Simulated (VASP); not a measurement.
Set up this calculation in VASP 6.6.1, as the native input.

- Task: single point
- Functional: LDA
- Potentials or basis: VASP PAW LDA potentials, release 64 (Ni)
- Cutoff: 520 eV
- k mesh: 14 × 14 × 1
- Occupations: gaussian, width 0.1 eV
- Spin: collinear spin, ferromagnetic start
- Starting moments: [0.7, 0.7, 0.7, 0.7, 0.7, 0.7, 0.7, 0.7] μB
- Dipole correction: yes
- Further INCAR settings: ALGO = Fast; EDIFF = 1e-06; NBANDS = 54

The structure of Ni lies in POSCAR:

```
Ni
1.0
    2.4211898352      0.0000000000      0.0000000000
    0.0000000000      2.4211898352      0.0000000000
    0.0000000000      0.0000000000     26.9842782573
Ni
8
Direct
    0.5000000000      0.5000000000      0.2779396183
    0.0000000000      0.0000000000      0.3413854417
    0.5000000000      0.5000000000      0.4048312650
    0.0000000000      0.0000000000      0.4682770883
    0.5000000000      0.5000000000      0.5317229117
    0.0000000000      0.0000000000      0.5951687350
    0.5000000000      0.5000000000      0.6586145583
    0.0000000000      0.0000000000      0.7220603817
```

One way to write it, as run:

INCAR

```
SYSTEM = Ni
ALGO     = Fast           ! electronic algorithm
DIPOL    = 0.5 0.5 0.500
EDIFF    = 1E-6           ! SCF threshold, eV
ENCUT    = 520            ! plane-wave cutoff, eV
IDIPOL   = 3            
ISIF     = 2              ! what is computed and relaxed
ISMEAR   = 0              ! smearing method
ISPIN    = 2              ! spin polarisation
LASPH    = .True.         ! aspherical terms in the spheres
LCHARG   = .False.        ! write CHGCAR
LDIPOL   = .True.       
LMAXMIX  = 4              ! l up to which the mixer works
LORBIT   = 11             ! projections on sites
LREAL    = .False.        ! projectors in reciprocal space
LWAVE    = .False.        ! write WAVECAR
MAGMOM   = 0.7 0.7 0.7 0.7 0.7 0.7 0.7 0.7 ! initial moments
NBANDS   = 54             ! bands
NELM     = 150            ! most SCF steps
PREC     = Accurate       ! precision mode
SIGMA    = 0.1            ! smearing width, eV
```

KPOINTS

```
k-points
0
Gamma
  14 14 1
  0 0 0
```

Potentials or basis: VASP PAW LDA potentials, release 64 (Ni).

Run with:

```bash
$ cat potpaw_LDA.64/Ni/POTCAR > POTCAR
$ mpirun -np 1 vasp_std > vasp.out
```

Results of the run:

```
Largest force                                         : 0.407 eV/Å
Net moment                                            : 4.75 μB per cell
Site moments                                          : Ni +0.67, +0.58, +0.56 (each value once) μB
Valence electrons inside the program's atomic spheres : Ni 9.24, 9.46, 9.47, 9.48 (each value once)
```

It took 32 min on 1 thread of Oxide Virtual Turin-like Processor, on a shared host, peak memory 0.45 GiB.
